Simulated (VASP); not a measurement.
# TiB2 (P6/mmm) in VASP: single point with PBEsol

Aim: the single point of TiB2 with PBEsol.

Everything below comes from runs of VASP 6.6.1. Logs are shortened: lines on timing, memory, paths and dates and some standing lists are left out, and cuts for length are marked.

### Step 1. The cell of the first run

It takes space group P6/mmm (No. 191, hexagonal). The conventional cell has a = 3.120 Å, b = 3.120 Å, c = 3.228 Å, α = 90.00°, β = 90.00°, γ = 120.00°. Ti (site symmetry 6/mmm) has 12 B at 2.42 Å and 8 Ti at 3.12 to 3.23 Å within 3.3 Å. Within 2.5 Å of B (site symmetry -6m2) lie 3 B at 1.80 Å and 6 Ti at 2.42 Å.

### Step 2. Single point, PBEsol (equal xx and yy strain of +3 %)

File INCAR:

```
PREC     = Accurate       # precision mode
ENCUT    = 520            # plane-wave cutoff, eV
EDIFF    = 1E-7           # SCF threshold, eV
ISMEAR   = -1             # smearing method
SIGMA    = 0.08           # smearing width, eV
LREAL    = F              # projectors in reciprocal space
LASPH    = T              # aspherical terms in the spheres
NELM     = 100            # most SCF steps
ALGO     = Normal         # electronic algorithm
ISIF     = 2              # what is computed and relaxed
LWAVE    = F              # write WAVECAR
LCHARG   = T              # write CHGCAR
GGA      = PS             # functional
LELF     = T              # ELF
LVHAR    = T            
NBANDS   = 16             # bands
```

File KPOINTS:

```
regular mesh
0
Gamma
  15 15 13
```

File POSCAR:

```
TiB2
1.0
    3.1200741476      0.0000000000      0.0000000000
   -1.5600370738      2.7020634736      0.0000000000
    0.0000000000      0.0000000000      3.2284000000
Ti B
1 2
Direct
    0.0000000000      0.0000000000      0.0000000000
    0.3333333333      0.6666666667      0.5000000000
    0.6666666667      0.3333333333      0.5000000000
```

Potentials or basis: VASP PAW PBE potentials, release 64 (Ti_sv, B).

Command:

```sh
cat potpaw_PBE.64/Ti_sv/POTCAR potpaw_PBE.64/B/POTCAR > POTCAR
mpirun -np 1 vasp_std > vasp.out
```

OUTCAR:

```text
PREC = Accurate
   ENCUT = 520
   EDIFF = 1E-7
   ISMEAR = -1
   LREAL = F
   LASPH = T
   NELM = 100
   ISIF = 2
   GGA = PS

 ion  position               nearest neighbor table
   1  0.000  0.000  0.000-   2 2.42   3 2.42   2 2.42   3 2.42   3 2.42   3 2.42   2 2.42   2 2.42
                             3 2.42   3 2.42   2 2.42   2 2.42
   2  0.333  0.667  0.500-   3 1.80   3 1.80   3 1.80   1 2.42   1 2.42   1 2.42   1 2.42   1 2.42
                             1 2.42
   3  0.667  0.333  0.500-   2 1.80   2 1.80   2 1.80   1 2.42   1 2.42   1 2.42   1 2.42   1 2.42
                             1 2.42

  LATTYP: Found a hexagonal cell.
 ALAT       =     3.1200741476
 C/A-ratio  =     1.0347189994

  Lattice vectors:

 A1 = (   3.1200741476,   0.0000000000,   0.0000000000)
 A2 = (  -1.5600370738,   2.7020634736,   0.0000000000)
 A3 = (   0.0000000000,   0.0000000000,   3.2284000000)

Analysis of symmetry for initial positions (statically):
=====================================================================
 Subroutine PRICEL returns:
 Original cell was already a primitive cell.

 Routine SETGRP: Setting up the symmetry group for a
 hexagonal supercell.

 Subroutine GETGRP returns: Found 24 space group operations
 (whereof 24 operations were pure point group operations)
 out of a pool of 24 trial point group operations.

The static configuration has the point symmetry D_6h.

Analysis of symmetry for dynamics (positions and initial velocities):
=====================================================================
 Subroutine PRICEL returns:
 Original cell was already a primitive cell.

 Routine SETGRP: Setting up the symmetry group for a
 hexagonal supercell.

 Subroutine GETGRP returns: Found 24 space group operations
 (whereof 24 operations were pure point group operations)
 out of a pool of 24 trial point group operations.

The dynamic configuration has the point symmetry D_6h.

 Subroutine INISYM returns: Found 24 space group operations
 (whereof 24 operations are pure point group operations),
 and found     1 'primitive' translations

----------------------------------------------------------------------------------------

                                     Primitive cell

  volume of cell :      27.2175

  direct lattice vectors                    reciprocal lattice vectors
     3.120074148  0.000000000  0.000000000     0.320505204  0.185043766  0.000000000
    -1.560037074  2.702063474  0.000000000     0.000000000  0.370087531  0.000000000
     0.000000000  0.000000000  3.228400000     0.000000000  0.000000000  0.309750960

  length of vectors
     3.120074148  3.120074148  3.228400000     0.370087531  0.370087531  0.309750960

  position of ions in fractional coordinates (direct lattice)
     0.000000000  0.000000000  0.000000000
     0.333333333  0.666666667  0.500000000
     0.666666667  0.333333333  0.500000000

  ion indices of the primitive-cell ions
   primitive index   ion index
                 1           1
                 2           2
                 3           3

----------------------------------------------------------------------------------------

 KPOINTS: regular mesh

Automatic generation of k-mesh.
 Grid dimensions read from file:
 generate k-points for:   15   15   13

 Generating k-lattice:

  Cartesian coordinates                     Fractional coordinates (reciprocal lattice)
     0.021367014  0.012336251  0.000000000     0.066666667 -0.000000000  0.000000000
     0.000000000  0.024672502  0.000000000     0.000000000  0.066666667  0.000000000
     0.000000000  0.000000000  0.023826997     0.000000000  0.000000000  0.076923077

  Length of vectors
     0.024672502  0.024672502  0.023826997

  Shift w.r.t. Gamma in fractional coordinates (k-lattice)
     0.000000000  0.000000000  0.000000000

 Subroutine IBZKPT returns following result:
 ===========================================

 Found    189 irreducible k-points:

 Following reciprocal coordinates:
            Coordinates               Weight
  0.000000  0.000000  0.000000      1.000000
  0.066667  0.000000  0.000000      6.000000
  0.133333  0.000000  0.000000      6.000000
  0.200000  0.000000  0.000000      6.000000
  0.266667  0.000000  0.000000      6.000000
  0.333333  0.000000  0.000000      6.000000
[... 16 lines left out ...]
  0.333333  0.200000  0.000000     12.000000
  0.400000  0.200000  0.000000      6.000000
 [... further k-points ...]
   k-points           NKPTS =    189   k-points in BZ     NKDIM =    189   number of bands    NBANDS=     16
   number of dos      NEDOS =    301   number of ions     NIONS =      3
   total plane-waves  NPLWV =  13824
   dimension x,y,z NGX =    24 NGY =   24 NGZ =   24
   dimension x,y,z NGXF=    48 NGYF=   48 NGZF=   48
   ions per type =               1   2
   NGX,Y,Z   is equivalent  to a cutoff of  12.79, 12.79, 12.36 a.u.
   NGXF,Y,Z  is equivalent  to a cutoff of  25.58, 25.58, 24.72 a.u.
 SYSTEM =  unknown system
   PREC   = accura    normal or accurate (medium, high low for compatibility)
   ISTART =      0    job   : 0-new  1-cont  2-samecut
   ICHARG =      2    charge: 1-file 2-atom 10-const
   ISPIN  =      1    spin polarized calculation?
   LNONCOLLINEAR =      F non collinear calculations
   LSORBIT =      F    spin-orbit coupling
   LASPH  =      T    aspherical Exc in radial PAW
   ENCUT  =  520.0 eV  38.22 Ry    6.18 a.u.   5.80  5.80  6.00*2*pi/ulx,y,z
   NELM   =    100;   NELMIN=  2; NELMDL= -5     # of ELM steps
   EDIFF  = 0.1E-06   stopping-criterion for ELM
   LREAL  =      F    real-space projection
   EDIFFG = 0.1E-05   stopping-criterion for IOM
   NSW    =      0    number of steps for IOM
   IBRION =     -1    ionic relax: 0-MD 1-quasi-New 2-CG
   NFREE  =      0    steps in history (QN), initial steepest desc. (CG)
   ISIF   =      2    stress and relaxation
   ISYM   =      2    0-nonsym 1-usesym 2-fastsym
   POTIM  = 0.5000    time-step for ionic-motion
   TEBEG  =    0.0;   TEEND  =   0.0 temperature during run
   PSTRESS=    0.0 pullay stress
   NELECT =      18.0000    total number of electrons
   NUPDOWN=      -1.0000    fix difference up-down
   EMIN   =  10.00;   EMAX   =-10.00  energy-range for DOS
   EFERMI =   0.00;   METHOD = LEGACY
   ISMEAR =    -1;   SIGMA  =   0.08  broadening in eV -4-tet -1-fermi 0-gaus
   EFERMI_NEDOS =   21; number of points for ismear=-14 and -15
   IALGO  =     38    algorithm
   IMIX   =      4    mixing-type and parameters
     AMIX     =   0.40;   BMIX     =  1.00
     AMIX_MAG =   1.60;   BMIX_MAG =  1.00
  volume/ion in A,a.u.               =       9.07        61.22
  Fermi-wavevector in a.u.,A,eV,Ry     =   1.426318  2.695350 27.679466  2.034383
  Thomas-Fermi vector in A             =   2.546608
   LORBIT       =      0    0 simple, 1 ext, 2 COOP (PROOUT), +10 PAW based schemes
   GGA     = PS    functional components
   LHFCALC =     F    Hartree Fock is set to
   AEXX    =    0.0000 exact exchange contribution
   IVDW    =     0    specifies the selected vdW correction
   LEPSILON=     F    determine dielectric tensor
   LRPA    =     F    only Hartree local field effects (RPA)
 non-spin polarized calculation
  energy-cutoff  :      520.00
  volume of cell :       27.22
 maximum number of plane-waves:       748
 NGX is ok and might be reduce to    24
   NGX = 11   NGY = 11   NGZ = 13

 number of electron      18.0000003 magnetization

 Free energy of the ion-electron system (eV)
  ---------------------------------------------------
  ext. energy  EPLUGINS =         0.00000000
  ---------------------------------------------------
  free energy    TOTEN  =       -25.65558638 eV

  energy without entropy =      -25.64677370  energy(sigma->0) =      -25.65118004

 E-fermi :   9.2703     XC(G=0): -12.5956

 val. band max:        9.2504683196   @ k =   0.1333   0.1333   0.2308
 cond. band min:       9.2775185256   @ k =   0.0667   0.0000   0.2308
 fundamental gap:      0.0270502061
 Fermi energy:         9.2703151015

 k-point     1 :       0.0000    0.0000    0.0000
  band No.  band energies     occupation
      1     -47.5246      2.00000
      2     -23.9471      2.00000
      3     -23.7099      2.00000
      4     -23.7099      2.00000
      5      -3.8261      2.00000
      6       6.6272      2.00000
[... 8 lines left out ...]
     15      14.5633      0.00000
     16      15.2741      0.00000

 k-point     2 :       0.0667    0.0000    0.0000
  band No.  band energies     occupation
      1     -47.5230      2.00000
      2     -23.9449      2.00000
      3     -23.7236      2.00000
      4     -23.7130      2.00000
      5      -3.7451      2.00000
      6       6.3850      2.00000
[... 8 lines left out ...]
     15      15.1121      0.00000
     16      15.5474      0.00000

 k-point     3 :       0.1333    0.0000    0.0000
  band No.  band energies     occupation
      1     -47.5183      2.00000
      2     -23.9388      2.00000
      3     -23.7621      2.00000
      4     -23.7219      2.00000
      5      -3.5047      2.00000
      6       5.7321      2.00000
[... 8 lines left out ...]
     15      16.2441      0.00000
     16      16.4010      0.00000

 k-point     4 :       0.2000    0.0000    0.0000
  band No.  band energies     occupation
      1     -47.5113      2.00000
      2     -23.9297      2.00000
      3     -23.8184      2.00000
      4     -23.7349      2.00000
      5      -3.1126      2.00000
      6       4.8272      2.00000
[... 8 lines left out ...]
     15      16.7562      0.00000
     16      17.5643      0.00000

 k-point     5 :       0.2667    0.0000    0.0000
  band No.  band energies     occupation
      1     -47.5034      2.00000
      2     -23.9193      2.00000
      3     -23.8824      2.00000
      4     -23.7498      2.00000
      5      -2.5802      2.00000
      6       3.8019      2.00000
[... 8 lines left out ...]
     15      16.2002      0.00000
     16      18.0770      0.00000

 k-point     6 :       0.3333    0.0000    0.0000
  band No.  band energies     occupation
      1     -47.4957      2.00000
      2     -23.9430      2.00000
      3     -23.9093      2.00000
      4     -23.7641      2.00000
      5      -1.9209      2.00000
      6       2.7376      2.00000
[... 8 lines left out ...]
     15      16.1416      0.00000
     16      17.8070      0.00000
[... 267 lines left out ...]
 k-point    21 :       0.2000    0.2000    0.0000
  band No.  band energies     occupation
      1     -47.4939      2.00000
      2     -23.9295      2.00000
      3     -23.9069      2.00000
      4     -23.7963      2.00000
      5      -1.7737      2.00000
      6       3.1573      2.00000
[... 8 lines left out ...]
     15      17.4455      0.00000
     16      18.0364      0.00000

 k-point    22 :       0.2667    0.2000    0.0000
  band No.  band energies     occupation
      1     -47.4883      2.00000
      2     -23.9580      2.00000
      3     -23.8995      2.00000
      4     -23.8230      2.00000
      5      -1.0741      2.00000
      6       2.4103      2.00000
[... 8 lines left out ...]
     15      17.5928      0.00000
     16      18.3622      0.00000

 k-point    23 :       0.3333    0.2000    0.0000
  band No.  band energies     occupation
      1     -47.4844      2.00000
      2     -23.9758      2.00000
      3     -23.8945      2.00000
      4     -23.8425      2.00000
      5      -0.2764      2.00000
      6       1.5317      2.00000
[... 8 lines left out ...]
     15      17.7067      0.00000
     16      18.4013      0.00000

 k-point    24 :       0.4000    0.2000    0.0000
  band No.  band energies     occupation
      1     -47.4831      2.00000
      2     -23.9818      2.00000
      3     -23.8928      2.00000
      4     -23.8497      2.00000
      5       0.4944      2.00000
      6       0.7229      2.00000
[... 8 lines left out ...]
     15      17.7715      0.00000
     16      18.3992      0.00000

 [... further k-points ...]
[... 5 lines left out ...]
  --------------------------------------------------------------------------------------
  -------------------------------------------------------------------------------------
  Total       -3.8047193     -3.8047193     -1.9414485      0.0000000     -0.0000000      0.0000000
  in kB     -223.9677048   -223.9677048   -114.2848458      0.0000000     -0.0000000      0.0000000
  external PRESSURE =    -187.4067518 kB  Pullay stress =       0.0000000 kB

 VOLUME and BASIS-vectors are now :
 -----------------------------------------------------------------------------
  energy-cutoff  :      520.00
  volume of cell :       27.22
      direct lattice vectors                 reciprocal lattice vectors
     3.120074148  0.000000000  0.000000000     0.320505204  0.185043766  0.000000000
    -1.560037074  2.702063474  0.000000000     0.000000000  0.370087531  0.000000000
     0.000000000  0.000000000  3.228400000     0.000000000  0.000000000  0.309750960

 POSITION                                       TOTAL-FORCE (eV/Angst)
 -----------------------------------------------------------------------------------
      0.00000      0.00000      0.00000        -0.000000      0.000000     -0.000000
     -0.00000      1.80138      1.61420        -0.000000      0.000000     -0.000000
      1.56004      0.90069      1.61420         0.000000     -0.000000      0.000000
 -----------------------------------------------------------------------------------
    total drift:                               -0.000000      0.000000      0.000000

  FREE ENERGIE OF THE ION-ELECTRON SYSTEM (eV)
  ---------------------------------------------------
  free  energy   TOTEN  =       -25.6555863850 eV

  energy  without entropy=      -25.6467737007  energy(sigma->0) =      -25.65118004
```

Run time: 99 s. Hardware: 1 thread of Intel Xeon 8259CL, shared host; peak memory 0.2 GiB.

What came out:

- Free energy: -25.6556 eV
- Pressure: -18.7 GPa
- Band gap on the k mesh: zero (bands 9 and 10 overlap by 0.74 eV)

Stress tensor (GPa, compression positive):
```
-22.40   0.00   0.00
  0.00 -22.40   0.00
  0.00   0.00 -11.43
```

Levels at points of the mesh, in eV from the Fermi level:
```csv
k point,band 5,band 6,band 7,band 8,band 9,band 10,band 11,band 12,band 13,band 14
"(0.00, 0.00, 0.00)",-13.10,-2.64,-2.64,-1.94,-1.92,1.76,1.76,3.59,3.59,5.29
```

Caveat: the cell differs from its parent crystal (equal xx and yy strain of +3 %); the cell stands under tension; the PAW data sets were made with another functional, which shifts forces and pressure a little.
